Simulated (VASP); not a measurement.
Crystal: HfB.

```
CELL_PARAMETERS angstrom
0.00000 2.31000 2.31000
2.31000 0.00000 2.31000
2.31000 2.31000 0.00000
ATOMIC_POSITIONS crystal
Hf 0.00000 0.00000 0.00000
B 0.50000 0.50000 0.50000
```

| Item | Value |
| --- | --- |
| Program | VASP 6.6.1 |
| Task | relaxation of cell and atoms |
| Functional | PBE |
| Potentials or basis | VASP PAW PBE potentials, release 64 (Hf_pv, B) |
| Cutoff | 500 eV |
| k mesh | 8 × 8 × 8 |
| Occupations | fermi-dirac, width 0.1 eV |
| Spin | no spin polarisation |

At the start: pressure 30.8 GPa; volume 12.33 Å³/atom.

Question: How do energy, volume and symmetry change on relaxing?

Answer: Over 4 steps the energy falls by 156.2 meV/atom and the volume is 14.15 Å³/atom (+14.8 %); space group Fm-3m (No. 225, to 0.1 Å) before and after.

Step by step:
| step | energy change (eV) | largest force (eV/Å) | pressure (GPa) | volume (Å³) |
| --- | --- | --- | --- | --- |
| 1 | 0.0000 | 0.0000 | 30.83 | 24.65 |
| 2 | 0.1625 | 0.0000 | -22.33 | 34.12 |
| 3 | -0.3118 | 0.0000 | -0.98 | 28.45 |
| 4 | -0.3123 | 0.0000 | -0.14 | 28.31 |

Final structure:
```yaml
crystal:
  lattice:
    - [0.00000, 2.41894, 2.41894]
    - [2.41894, 0.00000, 2.41894]
    - [2.41894, 2.41894, 0.00000]
  atoms:
    - { symbol: Hf, position: [0.00000, 0.00000, 0.00000] }
    - { symbol: B, position: [0.50000, 0.50000, 0.50000] }
```
